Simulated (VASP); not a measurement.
# Cs2KScF6 (Fm-3m) in VASP: single point with LDA

Aim: the single point of Cs2KScF6 with LDA.

Program: VASP 6.6.1. These are calculated values, not measurements. Logs are shortened: lines on timing, memory, paths and dates and some standing lists are left out, and cuts for length are marked.

### 1 The cell of the first run

It takes space group Fm-3m (No. 225, cubic). Conventional cell: a = 9.330 Å, b = 9.330 Å, c = 9.330 Å, α = 90.00°, β = 90.00°, γ = 90.00°. Within 3.5 Å of K (site symmetry m-3m) lie 6 F at 2.62 Å. Cs (site symmetry -43m) has 12 F at 3.31 Å and 4 K at 4.04 Å and 4 Sc at 4.04 Å within 4.4 Å. Within 2.7 Å of Sc (site symmetry m-3m) lie 6 F at 2.05 Å. F (site symmetry 4mm) has 1 Sc at 2.05 Å and 1 K at 2.62 Å within 2.7 Å.

### 2 Single point, LDA

Contents of INCAR:

```
SYSTEM = Cs2KScF6
PREC = Accurate
ENCUT = 520
EDIFF = 1E-7
ISMEAR = 0
SIGMA = 0.01
LREAL = .False.
LASPH = .True.
NELM = 100
ALGO = Normal
ISIF = 2
LWAVE = .False.
LCHARG = .False.
NBANDS = 51
```

Contents of KPOINTS:

```
Automatic mesh
0
Gamma
  3 3 3
  0 0 0
```

Contents of POSCAR:

```
Cs2KScF6
1.0
    0.0000000000      4.6650840000      4.6650840000
    4.6650840000      0.0000000000      4.6650840000
    4.6650840000      4.6650840000      0.0000000000
K Cs Sc F
1 2 1 6
Direct
    0.5000000000      0.5000000000      0.5000000000
    0.2500000000      0.2500000000      0.2500000000
    0.7500000000      0.7500000000      0.7500000000
    0.0000000000      0.0000000000      0.0000000000
    0.7807680000      0.2192320000      0.2192320000
    0.2192320000      0.7807680000      0.7807680000
    0.2192320000      0.7807680000      0.2192320000
    0.7807680000      0.2192320000      0.7807680000
    0.2192320000      0.2192320000      0.7807680000
    0.7807680000      0.7807680000      0.2192320000
```

Potentials or basis: VASP PAW LDA potentials, release 64 (K_sv, Cs_sv, Sc_sv, F).

Started as:

```sh
cat potpaw_LDA.64/K_sv/POTCAR potpaw_LDA.64/Cs_sv/POTCAR potpaw_LDA.64/Sc_sv/POTCAR potpaw_LDA.64/F/POTCAR > POTCAR
mpirun -np 1 vasp_std > vasp.out
```

OUTCAR:

```text
SYSTEM = Cs2KScF6
   PREC = Accurate
   ENCUT = 520
   EDIFF = 1E-7
   ISMEAR = 0
   LREAL = .False.
   LASPH = .True.
   NELM = 100
   ISIF = 2

 ion  position               nearest neighbor table
   1  0.500  0.500  0.500-   5 2.62   6 2.62   7 2.62   8 2.62   9 2.62  10 2.62
   2  0.250  0.250  0.250-
   3  0.750  0.750  0.750-
   4  0.000  0.000  0.000-   5 2.05   6 2.05   7 2.05   8 2.05   9 2.05  10 2.05
   5  0.781  0.219  0.219-   4 2.05   1 2.62
   6  0.219  0.781  0.781-   4 2.05   1 2.62
   7  0.219  0.781  0.219-   4 2.05   1 2.62
   8  0.781  0.219  0.781-   4 2.05   1 2.62
   9  0.219  0.219  0.781-   4 2.05   1 2.62
  10  0.781  0.781  0.219-   4 2.05   1 2.62

  LATTYP: Found a face centered cubic cell.
 ALAT       =     9.3301680000

  Lattice vectors:

 A1 = (   0.0000000000,   4.6650840000,   4.6650840000)
 A2 = (   4.6650840000,   0.0000000000,   4.6650840000)
 A3 = (   4.6650840000,   4.6650840000,   0.0000000000)

Analysis of symmetry for initial positions (statically):
=====================================================================
 Subroutine PRICEL returns:
 Original cell was already a primitive cell.

 Routine SETGRP: Setting up the symmetry group for a
 face centered cubic supercell.

 Subroutine GETGRP returns: Found 48 space group operations
 (whereof 48 operations were pure point group operations)
 out of a pool of 48 trial point group operations.

The static configuration has the point symmetry O_h .

Analysis of symmetry for dynamics (positions and initial velocities):
=====================================================================
 Subroutine PRICEL returns:
 Original cell was already a primitive cell.

 Routine SETGRP: Setting up the symmetry group for a
 face centered cubic supercell.

 Subroutine GETGRP returns: Found 48 space group operations
 (whereof 48 operations were pure point group operations)
 out of a pool of 48 trial point group operations.

The dynamic configuration has the point symmetry O_h .

 Subroutine INISYM returns: Found 48 space group operations
 (whereof 48 operations are pure point group operations),
 and found     1 'primitive' translations

----------------------------------------------------------------------------------------

                                     Primitive cell

  volume of cell :     203.0525

  direct lattice vectors                    reciprocal lattice vectors
     0.000000000  4.665084000  4.665084000    -0.107179206  0.107179206  0.107179206
     4.665084000  0.000000000  4.665084000     0.107179206 -0.107179206  0.107179206
     4.665084000  4.665084000  0.000000000     0.107179206  0.107179206 -0.107179206

  length of vectors
     6.597425062  6.597425062  6.597425062     0.185639831  0.185639831  0.185639831

  position of ions in fractional coordinates (direct lattice)
     0.500000000  0.500000000  0.500000000
     0.250000000  0.250000000  0.250000000
     0.750000000  0.750000000  0.750000000
     0.000000000  0.000000000  0.000000000
     0.780768000  0.219232000  0.219232000
     0.219232000  0.780768000  0.780768000
     0.219232000  0.780768000  0.219232000
     0.780768000  0.219232000  0.780768000
     0.219232000  0.219232000  0.780768000
     0.780768000  0.780768000  0.219232000

  ion indices of the primitive-cell ions
   primitive index   ion index
                 1           1
                 2           2
                 3           3
                 4           4
                 5           5
                 6           6
                 7           7
                 8           8
                 9           9
                10          10

----------------------------------------------------------------------------------------

 KPOINTS: Automatic mesh

Automatic generation of k-mesh.
 Grid dimensions read from file:
 generate k-points for:    3    3    3

 Generating k-lattice:

  Cartesian coordinates                     Fractional coordinates (reciprocal lattice)
    -0.035726402  0.035726402  0.035726402     0.333333333  0.000000000  0.000000000
     0.035726402 -0.035726402  0.035726402     0.000000000  0.333333333  0.000000000
     0.035726402  0.035726402 -0.035726402     0.000000000  0.000000000  0.333333333

  Length of vectors
     0.061879944  0.061879944  0.061879944

  Shift w.r.t. Gamma in fractional coordinates (k-lattice)
     0.000000000  0.000000000  0.000000000

 Subroutine IBZKPT returns following result:
 ===========================================

 Found      4 irreducible k-points:

 Following reciprocal coordinates:
            Coordinates               Weight
  0.000000  0.000000  0.000000      1.000000
  0.333333  0.000000  0.000000      8.000000
  0.333333  0.333333  0.000000      6.000000
 -0.333333  0.333333  0.000000     12.000000
   k-points           NKPTS =      4   k-points in BZ     NKDIM =      4   number of bands    NBANDS=     51
   number of dos      NEDOS =    301   number of ions     NIONS =     10
   total plane-waves  NPLWV = 125000
   dimension x,y,z NGX =    50 NGY =   50 NGZ =   50
   dimension x,y,z NGXF=   100 NGYF=  100 NGZF=  100
   ions per type =               1   2   1   6
   NGX,Y,Z   is equivalent  to a cutoff of  12.60, 12.60, 12.60 a.u.
   NGXF,Y,Z  is equivalent  to a cutoff of  25.20, 25.20, 25.20 a.u.
 SYSTEM =  Cs2KScF6
   PREC   = accura    normal or accurate (medium, high low for compatibility)
   ISTART =      0    job   : 0-new  1-cont  2-samecut
   ICHARG =      2    charge: 1-file 2-atom 10-const
   ISPIN  =      1    spin polarized calculation?
   LNONCOLLINEAR =      F non collinear calculations
   LSORBIT =      F    spin-orbit coupling
   LASPH  =      T    aspherical Exc in radial PAW
   ENCUT  =  520.0 eV  38.22 Ry    6.18 a.u.  12.27 12.27 12.27*2*pi/ulx,y,z
   NELM   =    100;   NELMIN=  2; NELMDL= -5     # of ELM steps
   EDIFF  = 0.1E-06   stopping-criterion for ELM
   LREAL  =      F    real-space projection
   EDIFFG = 0.1E-05   stopping-criterion for IOM
   NSW    =      0    number of steps for IOM
   IBRION =     -1    ionic relax: 0-MD 1-quasi-New 2-CG
   NFREE  =      0    steps in history (QN), initial steepest desc. (CG)
   ISIF   =      2    stress and relaxation
   ISYM   =      2    0-nonsym 1-usesym 2-fastsym
   POTIM  = 0.5000    time-step for ionic-motion
   TEBEG  =    0.0;   TEEND  =   0.0 temperature during run
   PSTRESS=    0.0 pullay stress
   NELECT =      80.0000    total number of electrons
   NUPDOWN=      -1.0000    fix difference up-down
   EMIN   =  10.00;   EMAX   =-10.00  energy-range for DOS
   EFERMI =   0.00;   METHOD = LEGACY
   ISMEAR =     0;   SIGMA  =   0.01  broadening in eV -4-tet -1-fermi 0-gaus
   EFERMI_NEDOS =   21; number of points for ismear=-14 and -15
   IALGO  =     38    algorithm
   IMIX   =      4    mixing-type and parameters
     AMIX     =   0.40;   BMIX     =  1.00
     AMIX_MAG =   1.60;   BMIX_MAG =  1.00
  volume/ion in A,a.u.               =      20.31       137.03
  Fermi-wavevector in a.u.,A,eV,Ry     =   1.200150  2.267954 19.597273  1.440359
  Thomas-Fermi vector in A             =   2.335993
   LORBIT       =      0    0 simple, 1 ext, 2 COOP (PROOUT), +10 PAW based schemes
   GGA     = CA    functional components
   LHFCALC =     F    Hartree Fock is set to
   AEXX    =    0.0000 exact exchange contribution
   IVDW    =     0    specifies the selected vdW correction
   LEPSILON=     F    determine dielectric tensor
   LRPA    =     F    only Hartree local field effects (RPA)
 non-spin polarized calculation
 Gauss-broadening in eV      SIGMA  =   0.01
  energy-cutoff  :      520.00
  volume of cell :      203.05
 maximum number of plane-waves:      5577
 NGX is ok and might be reduce to    50
   NGX = 25   NGY = 25   NGZ = 25

 number of electron      80.0000060 magnetization

 Free energy of the ion-electron system (eV)
  ---------------------------------------------------
  ext. energy  EPLUGINS =         0.00000000
  ---------------------------------------------------
  free energy    TOTEN  =       -57.40372867 eV

  energy without entropy =      -57.40372867  energy(sigma->0) =      -57.40372867

 E-fermi :  -2.5841     XC(G=0):  -9.1558

 val. band max:       -2.6792203496   @ k =   0.0000   0.0000   0.0000
 cond. band min:       3.7815753385   @ k =   0.0000   0.0000   0.0000
 fundamental gap:      6.4607956882
 Fermi energy:        -2.5840544304

 k-point     1 :       0.0000    0.0000    0.0000
  band No.  band energies     occupation
      1     -47.8125      2.00000
      2     -27.8085      2.00000
      3     -27.0178      2.00000
      4     -27.0178      2.00000
      5     -27.0178      2.00000
      6     -21.6394      2.00000
[... 43 lines left out ...]
     50       6.6214      0.00000
     51       6.6225      0.00000

 k-point     2 :       0.3333    0.0000    0.0000
  band No.  band energies     occupation
      1     -47.8125      2.00000
      2     -27.8093      2.00000
      3     -27.0177      2.00000
      4     -27.0177      2.00000
      5     -27.0167      2.00000
      6     -21.6151      2.00000
[... 43 lines left out ...]
     50       6.7843      0.00000
     51       6.7855      0.00000

 k-point     3 :       0.3333    0.3333    0.0000
  band No.  band energies     occupation
      1     -47.8125      2.00000
      2     -27.8086      2.00000
      3     -27.0179      2.00000
      4     -27.0179      2.00000
      5     -27.0176      2.00000
      6     -21.5962      2.00000
[... 43 lines left out ...]
     50       6.8013      0.00000
     51       6.8014      0.00000

 k-point     4 :      -0.3333    0.3333    0.0000
  band No.  band energies     occupation
      1     -47.8125      2.00000
      2     -27.8089      2.00000
      3     -27.0181      2.00000
      4     -27.0178      2.00000
      5     -27.0171      2.00000
      6     -21.5871      2.00000
[... 43 lines left out ...]
     50       6.9415      0.00000
     51       7.1042      0.00000

------------------------ aborting loop because EDIFF is reached ----------------------------------------

  FORCE on cell =-STRESS in cart. coord.  units (eV):
  Direction    XX          YY          ZZ          XY          YZ          ZX
  --------------------------------------------------------------------------------------
  -------------------------------------------------------------------------------------
  Total       -6.3402664     -6.3402664     -6.3402664     -0.0000000      0.0000000      0.0000000
  in kB      -50.0276027    -50.0276027    -50.0276027     -0.0000000      0.0000000      0.0000000
  external PRESSURE =     -50.0276027 kB  Pullay stress =       0.0000000 kB

 VOLUME and BASIS-vectors are now :
 -----------------------------------------------------------------------------
  energy-cutoff  :      520.00
  volume of cell :      203.05
      direct lattice vectors                 reciprocal lattice vectors
     0.000000000  4.665084000  4.665084000    -0.107179206  0.107179206  0.107179206
     4.665084000  0.000000000  4.665084000     0.107179206 -0.107179206  0.107179206
     4.665084000  4.665084000  0.000000000     0.107179206  0.107179206 -0.107179206

 POSITION                                       TOTAL-FORCE (eV/Angst)
 -----------------------------------------------------------------------------------
      4.66508      4.66508      4.66508        -0.000000     -0.000000     -0.000000
      2.33254      2.33254      2.33254        -0.000000     -0.000000     -0.000000
      6.99763      6.99763      6.99763        -0.000000      0.000000     -0.000000
      0.00000      0.00000      0.00000        -0.000000      0.000000     -0.000000
      2.04547      4.66508      4.66508        -0.315615      0.000000     -0.000000
      7.28470      4.66508      4.66508         0.315615      0.000000     -0.000000
      4.66508      2.04547      4.66508        -0.000000     -0.315615     -0.000000
      4.66508      7.28470      4.66508        -0.000000      0.315615     -0.000000
      4.66508      4.66508      2.04547        -0.000000      0.000000     -0.315615
      4.66508      4.66508      7.28470        -0.000000      0.000000      0.315615
 -----------------------------------------------------------------------------------
    total drift:                               -0.000000     -0.000000     -0.000000

  FREE ENERGIE OF THE ION-ELECTRON SYSTEM (eV)
  ---------------------------------------------------
  free  energy   TOTEN  =       -57.4037286716 eV

  energy  without entropy=      -57.4037286716  energy(sigma->0) =      -57.40372867
```

Wall time 87 s (1 thread of Intel Xeon Platinum 8488C (Sapphire Rapids), shared host); peak memory 0.3 GiB.

What came out:

```yaml
Free_energy: -57.4037 eV
Pressure: -5.0 GPa
Largest_force: 0.316 eV/Å
Band_gap_on_the_k_mesh: 6.46 eV
```

Forces on the atoms (eV/Å):
```
K    0.000  0.000  0.000
Cs   0.000  0.000  0.000
Cs   0.000  0.000  0.000
Sc   0.000  0.000  0.000
F   -0.316  0.000  0.000
F    0.316  0.000  0.000
F    0.000 -0.316  0.000
F    0.000  0.316  0.000
F    0.000  0.000 -0.316
F    0.000  0.000  0.316
```

Caveat: the cell stands under tension; spin-orbit coupling is left out, which moves the levels of the heavy elements; an odd mesh through Γ misses points on the zone boundary, where band edges can lie.
